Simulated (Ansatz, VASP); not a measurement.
**Ni: VASP beside Ansatz**

```
Ni
1.0
    -3.46167    3.46167    0.00000
    -3.46167    0.00000    3.46167
     0.00000    3.46167    3.46167
Ni
8
Direct
  0.00000 0.00000 0.00000
  0.50000 0.00000 0.00000
  0.00000 0.50000 0.00000
  0.00000 0.00000 0.50000
  0.50000 0.50000 0.00000
  0.50000 0.00000 0.50000
  0.00000 0.50000 0.50000
  0.50000 0.50000 0.50000
```

Alike in both runs: functional PBEsol; k mesh 8 × 8 × 8; occupations gaussian, width 0.1 eV; collinear spin.

Ansatz relaxed the structure, and its values are those at the end. VASP's run is a single point on that final structure, the one shown.

|  | VASP | Ansatz |
| --- | --- | --- |
| version | VASP 6.6.1 | Ansatz 0.2.0 |
| potentials or method | VASP PAW PBE potentials, release 64 (Ni), cutoff 520 eV | scalar-relativistic, plane waves, PAW |
| valence electrons in the cell | 80 | 144 |

```tsv
	VASP	Ansatz	Ansatz less VASP
gap on the k mesh at the Fermi level (eV)	none	none	-
pressure (GPa)	-0.1	0.0	+0.08
net moment per atom (μB)	0.59	0.59	+0.005
size of the moment on the site where the two differ most (μB)	0.59	0.62	+0.033
```

VASP's potentials were made for PBE, not for PBEsol. Site moments also hang on the region over which each program counts them. A gap of «none» marks a metal or a gap that the smearing closes. With one functional, cell and mesh, what is left measures potentials, basis and numerics. VASP's potentials hold 80 valence electrons a cell and Ansatz's 144, so a difference there can come from the potentials and not from the codes.
